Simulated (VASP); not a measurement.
Here is a VASP 6.6.1 calculation.

Contents of POSCAR:

```
GaN
1.0
    0.0000000000      2.1085152343      2.0452597773
    2.1085152343      0.0000000000      2.0452597773
    2.1085152343      2.1085152343      0.0000000000
Ga N
1 1
Direct
    0.0000000000      0.0000000000      0.0000000000
    0.5000000000      0.5000000000      0.5000000000
```

The input INCAR.step1:

```
ALGO = Normal
EDIFF = 1E-4
ENCUT = 520
GGA = PE
GGA_COMPAT = F
ISMEAR = -1
LASPH = T
LCHARG = F
LNONCOLLINEAR = T
LREAL = F
LSORBIT = T
LWAVE = T
MAGMOM = 0 0 0 0 0 0
NBANDS = 30
NELM = 150
PREC = Accurate
SIGMA = 0.02
```

Contents of INCAR.step2:

```
ALGO = Normal
EDIFF = 1E-6
ENCUT = 520
GGA_COMPAT = F
ISIF = 2
ISMEAR = -1
ISTART = 1
LASPH = T
LCHARG = F
LMIXTAU = T
LNONCOLLINEAR = T
LORBIT = 11
LORBMOM = T
LREAL = F
LSORBIT = T
LWAVE = F
MAGMOM = 0 0 0 0 0 0
METAGGA = R2SCAN
NBANDS = 30
NELM = 150
PREC = Accurate
SIGMA = 0.02
```

File KPOINTS:

```
k-points
0
Gamma
  10 10 10
```

Potentials or basis: VASP PAW PBE potentials, release 64 (Ga_d, N).

The run is started by

```sh
$ cat potpaw_PBE.64/Ga_d/POTCAR potpaw_PBE.64/N/POTCAR > POTCAR
$ cp INCAR.step1 INCAR
$ mpirun -np 1 vasp_ncl > vasp.out
$ cp INCAR.step2 INCAR
$ mpirun -np 1 vasp_ncl > vasp.out
```

(1) Estimate the pressure.

(2) Predict the net moment.

Answers

(1) 9.8 GPa.

(2) 0.00 μB per cell.

Caveat: the cell differs from its parent crystal (uniaxial z strain -3.0%); the cell stands under pressure; the PAW data sets were made with another functional, which shifts forces and pressure a little.
